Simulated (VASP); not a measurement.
Mg2TlO: single point with PBE

The system is Mg2TlO, a sheet with vacuum.

```
Mg Tl O
1.0
     5.25748    0.00000    0.00000
     0.00000    5.25748    0.00000
     0.00000    0.00000   23.80000
Mg Tl O
2 1 1
Direct
  0.50000 0.00000 0.29412
  0.00000 0.50000 0.29412
  0.50000 0.50000 0.29412
  0.00000 0.00000 0.29412
```

The cell was generated, and may not be a known phase.

* Program: VASP 6.6.1
* Task: single point
* Functional: PBE
* Potentials or basis: VASP PAW PBE potentials, release 64 (Mg, Tl_d, O)
* Cutoff: 520 eV
* k mesh: 10 × 10 × 1
* Occupations: gaussian, width 0.1 eV
* Spin: no spin polarisation
* Dipole correction: yes
* Further INCAR settings: ALGO = Fast; EDIFF = 1e-07; NBANDS = 20

```yaml
Band_gap_on_the_k_mesh: zero (an odd number of electrons rules out a gap without spin polarisation)
Work_function_of_the_upper_face: 3.49 eV
Work_function_of_the_lower_face: 3.49 eV
```

Levels at points of the mesh, in eV from the Fermi level:
| k point | band 9 | band 10 | band 11 | band 12 | band 13 | band 14 | band 15 | band 16 |
| --- | --- | --- | --- | --- | --- | --- | --- | --- |
| (0.00, 0.00, 0.00) | -2.36 | -1.65 | 0.13 | 0.51 | 0.51 | 1.80 | 1.85 | 3.36 |
| (0.50, 0.00, 0.00) | -1.98 | -1.88 | -1.32 | -0.16 | 0.05 | 2.83 | 2.84 | 4.20 |
| (0.50, 0.50, 0.00) | -3.40 | -1.24 | -0.04 | -0.04 | 0.72 | 2.83 | 2.83 | 3.24 |

Wall time 16 min on 1 thread of Oxide Virtual Turin-like Processor, with other jobs on the host, peak memory 0.75 GiB.

Caveat: spin-orbit coupling is left out, which moves the levels of the heavy elements; an odd number of electrons without spin polarisation forces a metal; a magnetic or distorted state may lie lower.
